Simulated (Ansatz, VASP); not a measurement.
## Pt in VASP and in Ansatz

Contents of INCAR:

```
SYSTEM = Pt
PREC = Accurate
ENCUT = 520
EDIFF = 1E-7
ISMEAR = 0
SIGMA = 0.15
LREAL = .False.
LASPH = .True.
NELM = 60
ALGO = Fast
ISIF = 2
LWAVE = .False.
LCHARG = .False.
NBANDS = 11
```

Contents of KPOINTS:

```
Automatic mesh
0
Gamma
  22 22 22
  0 0 0
```

File POSCAR:

```
Pt
1.0
   -1.8015107167      1.5976729998      1.5976729998
    1.5976729998     -1.8015107167      1.5976729998
    1.5976729998      1.5976729998     -1.8015107167
Pt
1
Direct
    0.0000000000      0.0000000000      0.0000000000
```

Input for Ansatz:

```yaml
crystal:
  lattice:
    - [-1.8015107167, 1.5976729998, 1.5976729998]
    - [1.5976729998, -1.8015107167, 1.5976729998]
    - [1.5976729998, 1.5976729998, -1.8015107167]
  atoms:
    - { symbol: Pt, position: [0.0, 0.0, 0.0] }
basis:
  ecutwfc: 420
kpoints:
  mp_grid: { grid: [22, 22, 22] }
hamiltonian:
  xc: lda
  pseudopotentials: { kind: paw, azcp: { folder: soft_1 } }
scf:
  occupations: { method: gaussian, width: 0.15 }
output:
  forces: true
  stress: true
  eigenvalues: true
```

Alike in both runs: task single point; functional LDA; k mesh 22 × 22 × 22; occupations gaussian, width 0.15 eV; no spin polarisation.

|  | VASP | Ansatz |
| --- | --- | --- |
| version | VASP 6.6.1 | Ansatz 0.2.0 |
| potentials or method | VASP PAW LDA potentials, release 64 (Pt), cutoff 520 eV | scalar-relativistic, plane waves, PAW |
| valence electrons in the cell | 10 | 18 |

Ansatz gave:

| Item | Value |
| --- | --- |
| gap on the k mesh at the Fermi level (eV) | none |
| pressure (GPa) | -1.3 |
| traceless stress, the component that is largest in VASP (GPa) | 25.02 |

Problem. Estimate VASP's values.

Solution. gap on the k mesh at the Fermi level (eV): none; pressure (GPa): -0.8; traceless stress, the component that is largest in VASP (GPa): 25.07.

Ansatz warns that its potentials were made for another functional, while VASP's fit it. LDA's correlation is that of Perdew and Zunger in VASP and of Perdew and Wang (1992) in Ansatz. A gap of «none» marks a metal or a gap that the smearing closes. VASP's potentials hold 10 valence electrons a cell and Ansatz's 18, so a difference there can come from the potentials and not from the codes.

Spin-orbit coupling is off throughout.
